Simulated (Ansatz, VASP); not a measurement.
## Two plane-wave programs on EuO

The input INCAR:

```
SYSTEM = EuO
ALGO = Normal ; EDIFF = 1E-6
ENCUT = 600 ; GGA = PE
GGA_COMPAT = .False. ; ISIF = 2
ISMEAR = -1 ; ISPIN = 2
LASPH = .True. ; LCHARG = .True.
LDAU = .True. ; LDAUJ = 0 0
LDAUL = 3 -1 ; LDAUPRINT = 1
LDAUTYPE = 2 ; LDAUU = 5.3 0
LELF = .True. ; LMAXMIX = 6
LORBIT = 11 ; LREAL = .False.
LVHAR = .True. ; LWAVE = .False.
MAGMOM = 7 7 0 0 ; NBANDS = 35
NELM = 200 ; PREC = Accurate
SIGMA = 0.03
```

KPOINTS

```
k-points
0
Gamma
  6 6 3
  0 0 0
```

The input POSCAR:

```
EuO
1.0
    0.0000000000      2.5719500000      2.5719500000
    2.5719500000      0.0000000000      2.5719500000
    5.1439000000      5.1439000000      0.0000000000
Eu O
2 2
Direct
    0.0000000000      0.0000000000      0.0000000000
    0.0000000000      0.0000000000      0.5000000000
    0.5000000000      0.5000000000      0.2500000000
    0.5000000000      0.5000000000      0.7500000000
```

Input for Ansatz:

```yaml
crystal:
  lattice:
    - [0.0, 2.57195, 2.57195]
    - [2.57195, 0.0, 2.57195]
    - [5.1439, 5.1439, 0.0]
  atoms:
    - { symbol: Eu, position: [0.0, 0.0, 0.0], spin: 7.0 }
    - { symbol: Eu, position: [0.0, 0.0, 0.5], spin: 7.0 }
    - { symbol: O, position: [0.5, 0.5, 0.25] }
    - { symbol: O, position: [0.5, 0.5, 0.75] }
magnetization:
  spin_polarized: true
hamiltonian:
  xc: pbe
  pseudopotentials: { kind: paw }
  hubbard: { sites: [{ species: Eu, l: f, u_eff: 5.3 }] }
basis:
  ecutwfc: 420
kpoints:
  mp_grid: { grid: [6, 6, 3] }
scf:
  occupations: { method: fermi_dirac, width: 0.03 }
  lower_state_search: "off"
output:
  forces: true
  stress: true
```

Alike in both runs: task single point; functional PBE; k mesh 6 × 6 × 3; occupations fermi-dirac, width 0.03 eV; collinear spin; Hubbard terms Eu f U = 5.3 eV.

|  | VASP | Ansatz |
| --- | --- | --- |
| version | VASP 6.6.1 | Ansatz 0.2.0 |
| potentials or method | VASP PAW PBE potentials, release 64 (Eu, O), cutoff 600 eV | PAW, plane waves, scalar-relativistic |
| valence electrons in the cell | 46 | 46 |

```tsv
	VASP	Ansatz	Ansatz less VASP
pressure (GPa)	0.6	1.3	+0.69
net moment per atom (μB)	3.50	3.50	0.000
size of the moment on the site where the two differ most (μB)	6.71	6.75	+0.033
```

Site moments also hang on the region over which each program counts them. The programs project onto different local orbitals, so the same U acts differently, and such runs can settle in different states.

Neither program's run includes spin-orbit coupling.
